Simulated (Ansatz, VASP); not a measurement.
WSe2: VASP beside Ansatz

```
W Se
1.0
     3.27025    0.00000    0.00000
    -1.63513    2.83212    0.00000
     0.00000    0.00000   16.91114
W Se
1 2
Direct
  0.00000 0.00000 0.00000
  0.33333 0.66667 0.10040
  0.33333 0.66667 0.89960
```

Change from the starting cell: strain +0.000 along x and y, +0.015 along z, atoms carried along.

Alike in both runs: task single point; functional PBEsol; k mesh 12 × 12 × 2; occupations gaussian, width 0.05 eV; no spin polarisation.

```csv
,VASP,Ansatz
version,VASP 6.6.1,Ansatz 0.2.0
potentials or method,"VASP PAW PBE potentials, release 64 (W_sv, Se), cutoff 520 eV","scalar-relativistic, plane waves, PAW"
valence electrons in the cell,26,46
```

Ansatz gave:

```
gap on the k mesh at the Fermi level (eV) : 1.60
least direct gap on the mesh (eV)         : 1.75
rms of the force components (eV/Å)        : 0.205
```

**Question.** Estimate VASP's values.

**Answer.** gap on the k mesh at the Fermi level (eV): 1.60; least direct gap on the mesh (eV): 1.74; rms of the force components (eV/Å): 0.178.

VASP's potentials were made for PBE, not for PBEsol. Atom by atom the forces differ by 0.027 eV/Å (rms over components). VASP's potentials hold 26 valence electrons a cell and Ansatz's 46, so a difference there can come from the potentials and not from the codes.

Spin-orbit coupling is off throughout.
